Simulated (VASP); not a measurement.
Runs of VASP 6.6.1 on Te. The structure is that of space group C2/m (No. 12), or close to it. The cells are those of the table. 

```tsv
task	level	potentials or basis	cell	cutoff (eV)	gap on the mesh (eV)	pressure (GPa)	largest force (eV/Å)
single point	LDA	VASP PAW LDA potentials, release 64 (Te)	a = 4.324, b = 4.324, c = 5.896 Å, angles 90.8, 90.8, 58.7°, 3 atoms	520	none	-0.7	0.20
single point	LDA	VASP PAW LDA potentials, release 64 (Te)	a = 4.353, b = 4.353, c = 5.937 Å, angles 90.8, 90.8, 58.7°, 3 atoms	520	0.01	-1.8	0.14
relaxation of cell and atoms	PBEsol	VASP PAW PBE potentials, release 64 (Te)	relaxed to 20 GPa from a = 4.383, b = 4.383, c = 5.977 Å, angles 90.8, 90.8, 58.7°, 3 atoms	600	none	20.0	0.01
single point	LDA	VASP PAW LDA potentials, release 64 (Te)	a = 4.412, b = 4.412, c = 6.016 Å, angles 90.8, 90.8, 58.7°, 3 atoms	520	(a)	(b)	0.03
relaxation of cell and atoms	PBEsol	VASP PAW PBE potentials, release 64 (Te)	relaxed to 30 GPa from a = 4.383, b = 4.383, c = 5.977 Å, angles 90.8, 90.8, 58.7°, 3 atoms	600	none	30.0	0.01
```

Alike in all rows: no spin polarisation; k mesh 7 × 7 × 5; smearing fermi-dirac 0.05 eV.

Problem. Estimate the missing entries.

Solution. (a) 0.05; (b) -3.6.

Caveats: spin-orbit coupling is left out, which moves the levels of the heavy elements; the cell is relaxed towards a set pressure, so the run minimises the enthalpy, not the energy (at least some runs); the PAW data sets were made with another functional, which shifts forces and pressure a little (at least some runs); the smearing spreads over this small gap (at least some runs); the cell stands under tension (at least some runs).

A k mesh can miss the band edges, and the runs leave out spin-orbit coupling on Te.

A gap of «none» marks levels without a gap at the run's occupations.
